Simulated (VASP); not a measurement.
A run of VASP 6.6.1:

The input POSCAR:

```
PIr2
1.0
    0.0000000000      2.6581328928      2.6581328928
    2.6581328928      0.0000000000      2.6581328928
    2.6581328928      2.6581328928      0.0000000000
P Ir
1 2
Direct
    0.0000000000      0.0000000000      0.0000000000
    0.2500000000      0.2500000000      0.2500000000
    0.7500000000      0.7500000000      0.7500000000
```

Contents of INCAR.step1:

```
SYSTEM = PIr2
ALGO = Normal ; EDIFF = 1E-4
ENCUT = 520 ; GGA = PE
ISMEAR = 0 ; LASPH = .TRUE.
LCHARG = .FALSE. ; LREAL = .FALSE.
LWAVE = .TRUE. ; NBANDS = 18
NELM = 100 ; PREC = Accurate
SIGMA = 0.1
```

The input INCAR.step2:

```
SYSTEM = PIr2
ALGO = Normal ; EDIFF = 1E-6
ENCUT = 520 ; ISIF = 2
ISMEAR = 0 ; ISTART = 1
LASPH = .TRUE. ; LCHARG = .FALSE.
LMIXTAU = .TRUE. ; LREAL = .FALSE.
LWAVE = .FALSE. ; METAGGA = R2SCAN
NBANDS = 18 ; NELM = 100
PREC = Accurate ; SIGMA = 0.1
```

KPOINTS

```
k-points
0
G
  14 14 14
  0 0 0
```

Potentials or basis: VASP PAW PBE potentials, release 64 (P, Ir).

The run is started by

```console
$ cat potpaw_PBE.64/P/POTCAR potpaw_PBE.64/Ir/POTCAR > POTCAR
$ cp INCAR.step1 INCAR
$ mpirun -np 1 vasp_std > vasp.out
$ cp INCAR.step2 INCAR
$ mpirun -np 1 vasp_std > vasp.out
```

Hardware: 1 thread of Intel(R) Xeon(R) 6975P-C (Granite Rapids), with other jobs on the host.

Task: Estimate the wall time of this run.

Result: Wall time 120 s on 1 thread of Intel(R) Xeon(R) 6975P-C (Granite Rapids), on a shared host, peak memory 0.22 GiB. Counts: k points 104.
